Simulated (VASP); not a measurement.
Write the native input for VASP 6.6.1 that does the following.

* Task: relaxation of cell and atoms
* Functional: LDA
* Potentials or basis: VASP PAW LDA potentials, release 64 (Hf_pv, Ag, Pd)
* Cutoff: 600 eV
* k mesh: 6 × 6 × 2
* Occupations: methfessel-paxton, width 0.1 eV
* Spin: no spin polarisation
* Dipole correction: no
* Further INCAR settings: ALGO = Normal; EDIFF = 1e-06; IBRION = 2; EDIFFG = -0.01; NSW = 60; ISIF = 3

The structure of Hf4AgPd lies in POSCAR:

```
Hf4AgPd
1.0
    3.2349290900      0.0000000000      0.0000000000
    0.0000000000      3.2349290900      0.0000000000
    0.0000000000      0.0000000000     11.3138323400
Hf Ag Pd
4 1 1
Direct
    0.5000000000      0.5000000000      0.1703388400
    0.0000000000      0.0000000000      0.6526067100
    0.0000000000      0.0000000000      0.3473932900
    0.5000000000      0.5000000000      0.8296611600
    0.0000000000      0.0000000000      0.0000000000
    0.5000000000      0.5000000000      0.5000000000
```

These files were run (other wordings do the same):

INCAR

```
SYSTEM = Hf4AgPd
PREC = Accurate ; ENCUT = 600
EDIFF = 1E-6 ; ISMEAR = 1
SIGMA = 0.1 ; LREAL = .FALSE.
LASPH = .TRUE. ; NELM = 60
ALGO = Normal ; ISIF = 3
LWAVE = .FALSE. ; LCHARG = .FALSE.
GGA = CA ; IBRION = 2
NSW = 60 ; EDIFFG = -0.01
```

KPOINTS

```
regular mesh
0
G
  6 6 2
  0 0 0
```

Potentials or basis: VASP PAW LDA potentials, release 64 (Hf_pv, Ag, Pd).

The run is started by

```sh
$ cat potpaw_LDA.64/Hf_pv/POTCAR potpaw_LDA.64/Ag/POTCAR potpaw_LDA.64/Pd/POTCAR > POTCAR
$ mpirun -np 1 vasp_std > vasp.out
```

Results of the run:

- Relaxed volume: 18.79 Å³/atom
- Relaxed cell: a = 3.188 Å, b = 3.188 Å, c = 11.095 Å, α = 90.00°, β = 90.00°, γ = 90.00°
- Space group after relaxing (to 0.05 Å): P4/mmm (No. 123)
- Energy gained by relaxing: 19.5 meV/atom
- Ionic steps: 9
- Pressure after relaxing: 0.1 GPa
- Largest force after relaxing: 0.005 eV/Å

It took 6 min on 1 thread of Intel(R) Xeon(R) 6975P-C (Granite Rapids) (shared host), peak memory 0.29 GiB.
